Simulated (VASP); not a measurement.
# TiO2 (P3_121) in VASP: single point with LDA

Aim: the single point of TiO2 with LDA.

The COD entry that gives the cell may itself be a prediction, so a difference from it is no test against experiment.

All numbers are computed with VASP 6.6.1; they aren't measurements. Logs are shortened: lines on timing, memory, paths and dates and some standing lists are left out, and cuts for length are marked.

## Step 1: The cell of the first run

Symmetry: P3_121, No. 152, trigonal system. The conventional cell has a = 5.291 Å, b = 5.291 Å, c = 6.133 Å, α = 90.00°, β = 90.00°, γ = 120.00°. Ti (site symmetry 2) has 4 O at 1.73 to 1.88 Å within 2.3 Å. Within 2.3 Å of O (site symmetry 1) lie 2 Ti at 1.73 to 1.88 Å.

## Step 2: Single point, LDA

The input, INCAR:

```
SYSTEM = TiO2
PREC = Accurate ; ENCUT = 600
EDIFF = 1E-6 ; ISMEAR = 0
SIGMA = 0.01 ; LREAL = .FALSE.
LASPH = .TRUE. ; NELM = 120
ALGO = Normal ; ISIF = 2
LWAVE = .FALSE. ; LCHARG = .FALSE.
NBANDS = 46 ; GGA_COMPAT = .FALSE.
```

The input, KPOINTS:

```
Automatic mesh
0
G
  4 4 3
  0 0 0
```

The input, POSCAR:

```
TiO2
1.0
    5.2910000000      0.0000000000      0.0000000000
   -2.6455000000      4.5821400000      0.0000000000
    0.0000000000      0.0000000000      6.1330000000
Ti O
3 6
Direct
    0.4530000000      0.0000000000      0.3333330000
    0.0000000000      0.4530000000      0.6666670000
    0.5470000000      0.5470000000      0.0000000000
    0.4080000000      0.3030000000      0.2150000000
    0.6970000000      0.1050000000      0.5483330000
    0.8950000000      0.5920000000      0.8816670000
    0.3030000000      0.4080000000      0.7850000000
    0.1050000000      0.6970000000      0.4516670000
    0.5920000000      0.8950000000      0.1183330000
```

Potentials or basis: VASP PAW LDA potentials, release 64 (Ti_sv, O).

The run is started by

```
cat potpaw_LDA.64/Ti_sv/POTCAR potpaw_LDA.64/O/POTCAR > POTCAR
mpirun -np 1 vasp_std > vasp.out
```

OUTCAR:

```text
SYSTEM = TiO2
   PREC = Accurate
   ENCUT = 600
   EDIFF = 1E-6
   ISMEAR = 0
   LREAL = .FALSE.
   LASPH = .TRUE.
   NELM = 120
   ISIF = 2

 ion  position               nearest neighbor table
   1  0.453  0.000  0.333-   5 1.73   9 1.73   4 1.88   8 1.88
   2  0.000  0.453  0.667-   8 1.73   6 1.73   7 1.88   5 1.88
   3  0.547  0.547  0.000-   4 1.73   7 1.73   9 1.88   6 1.88
   4  0.408  0.303  0.215-   3 1.73   1 1.88
   5  0.697  0.105  0.548-   1 1.73   2 1.88
   6  0.895  0.592  0.882-   2 1.73   3 1.88
   7  0.303  0.408  0.785-   3 1.73   2 1.88
   8  0.105  0.697  0.452-   2 1.73   1 1.88
   9  0.592  0.895  0.118-   1 1.73   3 1.88

  LATTYP: Found a hexagonal cell.
 ALAT       =     5.2910000000
 C/A-ratio  =     1.1591381591

  Lattice vectors:

 A1 = (   5.2910000000,   0.0000000000,   0.0000000000)
 A2 = (  -2.6455000000,   4.5821400000,   0.0000000000)
 A3 = (   0.0000000000,   0.0000000000,   6.1330000000)

Analysis of symmetry for initial positions (statically):
=====================================================================
 Subroutine PRICEL returns:
 Original cell was already a primitive cell.

 Routine SETGRP: Setting up the symmetry group for a
 hexagonal supercell.

 Subroutine GETGRP returns: Found  6 space group operations
 (whereof  2 operations were pure point group operations)
 out of a pool of 24 trial point group operations.

The static configuration has the point symmetry C_2 .
 The point group associated with its full space group is D_3 .

Analysis of symmetry for dynamics (positions and initial velocities):
=====================================================================
 Subroutine PRICEL returns:
 Original cell was already a primitive cell.

 Routine SETGRP: Setting up the symmetry group for a
 hexagonal supercell.

 Subroutine GETGRP returns: Found  6 space group operations
 (whereof  2 operations were pure point group operations)
 out of a pool of 24 trial point group operations.

The dynamic configuration has the point symmetry C_2 .
 The point group associated with its full space group is D_3 .

 Subroutine INISYM returns: Found  6 space group operations
 (whereof  2 operations are pure point group operations),
 and found     1 'primitive' translations

----------------------------------------------------------------------------------------

                                     Primitive cell

  volume of cell :     148.6891

  direct lattice vectors                    reciprocal lattice vectors
     5.291000000  0.000000000  0.000000000     0.189000189  0.109119320  0.000000000
    -2.645500000  4.582140000  0.000000000     0.000000000  0.218238640  0.000000000
     0.000000000  0.000000000  6.133000000     0.000000000  0.000000000  0.163052340

  length of vectors
     5.291000000  5.290999644  6.133000000     0.218238625  0.218238640  0.163052340

  position of ions in fractional coordinates (direct lattice)
     0.453000000  0.000000000  0.333333000
     0.000000000  0.453000000  0.666667000
     0.547000000  0.547000000  0.000000000
     0.408000000  0.303000000  0.215000000
     0.697000000  0.105000000  0.548333000
     0.895000000  0.592000000  0.881667000
     0.303000000  0.408000000  0.785000000
     0.105000000  0.697000000  0.451667000
     0.592000000  0.895000000  0.118333000

  ion indices of the primitive-cell ions
   primitive index   ion index
                 1           1
                 2           2
                 3           3
                 4           4
                 5           5
                 6           6
                 7           7
                 8           8
                 9           9

----------------------------------------------------------------------------------------

 KPOINTS: Automatic mesh

Automatic generation of k-mesh.
 Grid dimensions read from file:
 generate k-points for:    4    4    3

 Generating k-lattice:

  Cartesian coordinates                     Fractional coordinates (reciprocal lattice)
     0.047250047  0.027279830  0.000000000     0.250000000  0.000000000  0.000000000
     0.000000000  0.054559660  0.000000000     0.000000000  0.250000000  0.000000000
     0.000000000  0.000000000  0.054350780     0.000000000  0.000000000  0.333333333

  Length of vectors
     0.054559656  0.054559660  0.054350780

  Shift w.r.t. Gamma in fractional coordinates (k-lattice)
     0.000000000  0.000000000  0.000000000

 Subroutine IBZKPT returns following result:
 ===========================================

 Found      9 irreducible k-points:

 Following reciprocal coordinates:
            Coordinates               Weight
  0.000000  0.000000  0.000000      1.000000
  0.250000  0.000000  0.000000      6.000000
  0.500000  0.000000  0.000000      3.000000
  0.250000  0.250000  0.000000      6.000000
  0.000000  0.000000  0.333333      2.000000
  0.250000  0.000000  0.333333      6.000000
  0.000000  0.250000  0.333333      6.000000
  0.500000  0.000000  0.333333      6.000000
  0.250000  0.250000  0.333333     12.000000
   k-points           NKPTS =      9   k-points in BZ     NKDIM =      9   number of bands    NBANDS=     46
   number of dos      NEDOS =    301   number of ions     NIONS =      9
   total plane-waves  NPLWV =  88200
   dimension x,y,z NGX =    42 NGY =   42 NGZ =   50
   dimension x,y,z NGXF=    84 NGYF=   84 NGZF=  100
   ions per type =               3   6
   NGX,Y,Z   is equivalent  to a cutoff of  13.20, 13.20, 13.55 a.u.
   NGXF,Y,Z  is equivalent  to a cutoff of  26.39, 26.39, 27.11 a.u.
 SYSTEM =  TiO2
   PREC   = accura    normal or accurate (medium, high low for compatibility)
   ISTART =      0    job   : 0-new  1-cont  2-samecut
   ICHARG =      2    charge: 1-file 2-atom 10-const
   ISPIN  =      1    spin polarized calculation?
   LNONCOLLINEAR =      F non collinear calculations
   LSORBIT =      F    spin-orbit coupling
   LASPH  =      T    aspherical Exc in radial PAW
   ENCUT  =  600.0 eV  44.10 Ry    6.64 a.u.  10.57 10.57 12.25*2*pi/ulx,y,z
   NELM   =    120;   NELMIN=  2; NELMDL= -5     # of ELM steps
   EDIFF  = 0.1E-05   stopping-criterion for ELM
   LREAL  =      F    real-space projection
   EDIFFG = 0.1E-04   stopping-criterion for IOM
   NSW    =      0    number of steps for IOM
   IBRION =     -1    ionic relax: 0-MD 1-quasi-New 2-CG
   NFREE  =      0    steps in history (QN), initial steepest desc. (CG)
   ISIF   =      2    stress and relaxation
   ISYM   =      2    0-nonsym 1-usesym 2-fastsym
   POTIM  = 0.5000    time-step for ionic-motion
   TEBEG  =    0.0;   TEEND  =   0.0 temperature during run
   PSTRESS=    0.0 pullay stress
   NELECT =      72.0000    total number of electrons
   NUPDOWN=      -1.0000    fix difference up-down
   EMIN   =  10.00;   EMAX   =-10.00  energy-range for DOS
   EFERMI =   0.00;   METHOD = LEGACY
   ISMEAR =     0;   SIGMA  =   0.01  broadening in eV -4-tet -1-fermi 0-gaus
   EFERMI_NEDOS =   21; number of points for ismear=-14 and -15
   IALGO  =     38    algorithm
   IMIX   =      4    mixing-type and parameters
     AMIX     =   0.40;   BMIX     =  1.00
     AMIX_MAG =   1.60;   BMIX_MAG =  1.00
  volume/ion in A,a.u.               =      16.52       111.49
  Fermi-wavevector in a.u.,A,eV,Ry     =   1.285561  2.429358 22.485895  1.652667
  Thomas-Fermi vector in A             =   2.417688
   LORBIT       =      0    0 simple, 1 ext, 2 COOP (PROOUT), +10 PAW based schemes
   GGA     = CA    functional components
   LHFCALC =     F    Hartree Fock is set to
   AEXX    =    0.0000 exact exchange contribution
   IVDW    =     0    specifies the selected vdW correction
   LEPSILON=     F    determine dielectric tensor
   LRPA    =     F    only Hartree local field effects (RPA)
 non-spin polarized calculation
 Gauss-broadening in eV      SIGMA  =   0.01
  energy-cutoff  :      600.00
  volume of cell :      148.69
 maximum number of plane-waves:      4980
   NGX = 21   NGY = 21   NGZ = 25

 number of electron      71.9999999 magnetization

 Free energy of the ion-electron system (eV)
  ---------------------------------------------------
  ext. energy  EPLUGINS =         0.00000000
  ---------------------------------------------------
  free energy    TOTEN  =       -85.79155959 eV

  energy without entropy =      -85.79155959  energy(sigma->0) =      -85.79155959

 E-fermi :  -0.6289     XC(G=0):  -9.1641

 val. band max:       -0.6957581939   @ k =   0.5000   0.0000   0.0000
 cond. band min:       3.0012355262   @ k =   0.0000   0.0000   0.0000
 fundamental gap:      3.6969937201
 Fermi energy:        -0.6288710787

 k-point     1 :       0.0000    0.0000    0.0000
  band No.  band energies     occupation
      1     -55.1432      2.00000
      2     -55.1248      2.00000
      3     -55.1247      2.00000
      4     -32.0667      2.00000
      5     -32.0666      2.00000
      6     -32.0352      2.00000
[... 38 lines left out ...]
     45       4.8381      0.00000
     46       5.3554      0.00000

 k-point     2 :       0.2500    0.0000    0.0000
  band No.  band energies     occupation
      1     -55.1408      2.00000
      2     -55.1272      2.00000
      3     -55.1247      2.00000
      4     -32.0819      2.00000
      5     -32.0700      2.00000
      6     -32.0349      2.00000
[... 38 lines left out ...]
     45       5.1157      0.00000
     46       5.5734      0.00000

 k-point     3 :       0.5000    0.0000    0.0000
  band No.  band energies     occupation
      1     -55.1370      2.00000
      2     -55.1310      2.00000
      3     -55.1247      2.00000
      4     -32.0916      2.00000
      5     -32.0736      2.00000
      6     -32.0379      2.00000
[... 283 lines left out ...]
     45       5.4409      0.00000
     46       5.5308      0.00000

 k-point     9 :       0.2500    0.2500    0.3333
  band No.  band energies     occupation
      1     -55.1370      2.00000
      2     -55.1309      2.00000
      3     -55.1248      2.00000
      4     -32.0886      2.00000
      5     -32.0673      2.00000
      6     -32.0533      2.00000
[... 38 lines left out ...]
     45       5.2651      0.00000
     46       5.6039      0.00000

------------------------ aborting loop because EDIFF is reached ----------------------------------------

  FORCE on cell =-STRESS in cart. coord.  units (eV):
  Direction    XX          YY          ZZ          XY          YZ          ZX
  --------------------------------------------------------------------------------------
  -------------------------------------------------------------------------------------
  Total       -0.8134324     -0.8134323      3.6430873     -0.0000000      0.0000000      0.0000000
  in kB       -8.7650214     -8.7650199     39.2555510     -0.0000000      0.0000000      0.0000000
  external PRESSURE =       7.2418366 kB  Pullay stress =       0.0000000 kB

 VOLUME and BASIS-vectors are now :
 -----------------------------------------------------------------------------
  energy-cutoff  :      600.00
  volume of cell :      148.69
      direct lattice vectors                 reciprocal lattice vectors
     5.291000000  0.000000000  0.000000000     0.189000189  0.109119320  0.000000000
    -2.645500000  4.582140000  0.000000000     0.000000000  0.218238640  0.000000000
     0.000000000  0.000000000  6.133000000     0.000000000  0.000000000  0.163052340

 POSITION                                       TOTAL-FORCE (eV/Angst)
 -----------------------------------------------------------------------------------
      2.39682      0.00000      2.04433        -2.176328      0.000000      0.000000
     -1.19841      2.07571      4.08867         1.088164     -1.884756     -0.000000
      1.44709      2.50643      0.00000         1.088164      1.884756      0.000000
      1.35714      1.38839      1.31860         0.531932     -1.325451      1.273544
      3.41005      0.48112      3.36293         0.881908      1.123392      1.273544
      3.16931      2.71263      5.40726        -1.413840      0.202058      1.273544
      0.52381      1.86951      4.81440        -1.413840     -0.202058     -1.273544
     -1.28836      3.19375      2.77007         0.531932      1.325451     -1.273544
      0.76455      4.10102      0.72574         0.881908     -1.123392     -1.273544
 -----------------------------------------------------------------------------------
    total drift:                                0.004936     -0.001545      0.000004

  FREE ENERGIE OF THE ION-ELECTRON SYSTEM (eV)
  ---------------------------------------------------
  free  energy   TOTEN  =       -85.7915595936 eV

  energy  without entropy=      -85.7915595936  energy(sigma->0) =      -85.79155959
```

Wall time 77 s (1 thread of Intel Xeon 6975P-C, shared host); peak memory 0.26 GiB.

Results:

```
Free energy            : -85.7916 eV
Pressure               : 0.7 GPa
Largest force          : 2.176 eV/Å
Band gap on the k mesh : 3.70 eV, indirect (least direct gap 3.86 eV)
```

Forces on the atoms (eV/Å):
```
Ti  -2.176  0.000  0.000
Ti   1.088 -1.885  0.000
Ti   1.088  1.885  0.000
O    0.532 -1.325  1.274
O    0.882  1.123  1.274
O   -1.414  0.202  1.274
O   -1.414 -0.202 -1.274
O    0.532  1.325 -1.274
O    0.882 -1.123 -1.274
```

Stress tensor (GPa, compression positive):
```
-0.88  0.00  0.00
 0.00 -0.88  0.00
 0.00  0.00  3.93
```

Levels at points of the mesh, in eV from the valence-band top:
```csv
k point,band 32,band 33,band 34,band 35,band 36,band 37,band 38,band 39,band 40,band 41
"(0.00, 0.00, 0.00)",-0.77,-0.72,-0.30,-0.27,-0.27,3.70,4.24,4.24,4.67,4.67
"(0.50, 0.00, 0.00)",-0.98,-0.70,-0.63,-0.34,0.00,3.86,3.88,4.33,4.75,5.11
```

Caveat: forces of over 1 eV/Å act on the atoms, so gaps and moduli don't describe the material at rest. A k mesh can miss the band edges.
